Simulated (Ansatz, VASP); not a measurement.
One calculation of PtSeS4, two programs

```xyz
12
Lattice="3.6458 -0.0004 -0.0004 -0.0005 6.2452 0.1030 -0.0012 0.2207 13.1374" Properties=species:S:1:pos:R:3 pbc="T T T"
Pt   -0.0452    0.0104    6.5174
Pt    1.7782    3.1329    6.5687
Se   -0.1635    0.1006    0.0543
Se    2.0764    3.2229    0.0993
S     1.7773    1.0270    7.7370
S    -0.0437    4.1497    7.7887
S     2.1294    1.1487    1.5519
S    -0.2194    4.2692    1.6011
S    -0.2213    2.3932   11.7390
S     2.1291    5.5180   11.7933
S    -0.0436    2.1165    5.3494
S     1.7755    5.2391    5.4006
```

Change from the starting cell: cell x2, atoms moved at random (sigma 0.15 Å) and cell strained at random (1.5 %), then relaxed without symmetry.

Alike in both runs: functional PBE; k mesh 4 × 2 × 1; occupations gaussian, width 0.1 eV; no spin polarisation.

Ansatz relaxed the structure, and its values are those at the end. VASP's run is a single point on that final structure, the one shown.

|  | VASP | Ansatz |
| --- | --- | --- |
| version | VASP 6.6.1 | Ansatz 0.2.0 |
| potentials or method | VASP PAW PBE potentials, release 64 (Pt, Se, S), cutoff 520 eV | scalar-relativistic, plane waves, PAW |
| valence electrons in the cell | 80 | 116 |

|  | VASP | Ansatz | Ansatz less VASP |
| --- | --- | --- | --- |
| gap on the k mesh at the Fermi level (eV) | 1.49 | 1.48 | -0.013 |
| least direct gap on the mesh (eV) | 1.56 | 1.55 | -0.006 |
| pressure (GPa) | -0.2 | 0.0 | +0.22 |
| rms of the force components (eV/Å) | 0.014 | 0.007 | -0.0069 |

VASP's potentials hold 80 valence electrons a cell and Ansatz's 116, so a difference there can come from the potentials and not from the codes.

The k mesh is coarse, so the values compare programs but aren't converged. Neither program's run includes spin-orbit coupling.
